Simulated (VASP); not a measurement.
Wanted: the native input for a VASP 6.6.1 run.

```
Task                   : single point
Functional             : PBE
Potentials or basis    : VASP PAW PBE potentials, release 64 (Li_sv, Cl)
Cutoff                 : 520 eV
k mesh                 : 2 × 2 × 2, shifted
Occupations            : fermi-dirac, width 0.1551 eV
Spin                   : no spin polarisation
Dipole correction      : no
Further INCAR settings : LREAL = Auto; ALGO = Normal; EDIFF = 1e-07; NBANDS = 54
```

The structure of LiCl lies in POSCAR:

```
LiCl
1.0
   -4.0018602261      0.0000000000      6.4818428698
   -4.0018602261      0.0000000000     -6.4818428698
    4.0018602262     -6.9314252364      0.0000000000
Li Cl
8 8
Direct
    0.6322159540      0.7592932399      0.3919700361
    0.6545091616      0.5870119993      0.8143935493
    0.0685371248      0.1576967992      0.3088702434
    0.0521119079      0.2307813115      0.9028653973
    0.5893977006      0.3104964627      0.1553651613
    0.4667017099      0.0975102549      0.6227639847
    0.0052921796      0.6671476250      0.1847683494
    0.1811500502      0.6472642496      0.7413447920
    0.3617528171      0.8490600634      0.2765598610
    0.5580753670      1.0438421564      0.8966225254
    0.9516430001      0.4572993289      0.3552785922
    0.8859225720      0.4145158962      0.7798495714
    0.7570353528      0.7811593562      0.1318512382
    0.9026690435      0.8215396471      0.6790297579
    0.3239706503      0.3762389646      0.2230262821
    0.2263145913      0.2679907018      0.6338314055
```

This cell differs from its parent crystal: dynamics (nve) at 1800 K, volume x 1.06, from the last frame before.

These files were run (other wordings do the same):

INCAR

```
PREC     = Accurate       # precision mode
ENCUT    = 520            # plane-wave cutoff, eV
EDIFF    = 1E-7           # SCF threshold, eV
ISMEAR   = -1             # smearing method
SIGMA    = 0.1551         # smearing width, eV
LREAL    = Auto         
LASPH    = True           # aspherical terms in the spheres
NELM     = 100            # most SCF steps
ALGO     = Normal         # electronic algorithm
ISIF     = 2              # what is computed and relaxed
LWAVE    = False          # write WAVECAR
LCHARG   = False          # write CHGCAR
GGA      = PE             # functional
NBANDS   = 54             # bands
```

KPOINTS

```
Automatic mesh
0
Gamma
  2 2 2
  0.5 0.5 0.5
```

Potentials or basis: VASP PAW PBE potentials, release 64 (Li_sv, Cl).

Command:

```console
$ cat potpaw_PBE.64/Li_sv/POTCAR potpaw_PBE.64/Cl/POTCAR > POTCAR
$ mpirun -np 1 vasp_std > vasp.out
```

It gave:

```
Largest force          : 0.995 eV/Å
Band gap on the k mesh : 5.35 eV, indirect (least direct gap 5.38 eV)
```

Run time: 2.2 min on 1 thread of AMD EPYC 7R43 64-Core Processor (Zen 3), with other jobs on the host, peak memory 0.42 GiB.
